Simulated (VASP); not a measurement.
Write the native input for VASP 6.6.1 that does the following.

```yaml
Task: single point
Functional: PBE
Potentials_or_basis: VASP PAW PBE potentials, release 64 (Al, N)
Cutoff: 520 eV
k_mesh: 6 × 6 × 6
Occupations: gaussian, width 0.01 eV
Spin: no spin polarisation
Dipole_correction: no
Further_INCAR_settings: ALGO = Normal; EDIFF = 1e-07; NBANDS = 11
```

The structure of AlN lies in POSCAR:

```
AlN
1.0
    0.0000000000      2.0996231902      1.9631719216
    2.0996231902      0.0000000000      1.9631719216
    2.0996231902      2.0996231902      0.0000000000
Al N
1 1
Direct
    0.0000000000      0.0000000000      0.0000000000
    0.5000000000      0.5000000000      0.5000000000
```

This cell differs from its parent crystal: epitaxial xy strain +4.0%.

These files were run (other wordings do the same):

INCAR

```
ALGO = Normal
EDIFF = 1E-7
ENCUT = 520
GGA = PE
ISIF = 2
ISMEAR = 0
LASPH = T
LCHARG = T
LELF = T
LREAL = F
LVHAR = T
LWAVE = F
NBANDS = 11
NELM = 100
PREC = Accurate
SIGMA = 0.01
```

KPOINTS

```
k-points
0
Gamma
  6 6 6
```

Potentials or basis: VASP PAW PBE potentials, release 64 (Al, N).

Run with:

```console
$ cat potpaw_PBE.64/Al/POTCAR potpaw_PBE.64/N/POTCAR > POTCAR
$ mpirun -np 1 vasp_std > vasp.out
```

It gave:

* Pressure: -4.5 GPa
* Band gap on the k mesh: 3.71 eV, indirect (least direct gap 4.80 eV)

Caveat: the k points lie up to 0.44 Å⁻¹ apart; the cell differs from its parent crystal (epitaxial xy strain +4.0%).

It took 3.1 s on 1 thread of Intel(R) Xeon(R) 6975P-C (Granite Rapids), on a shared host, peak memory 0.12 GiB.
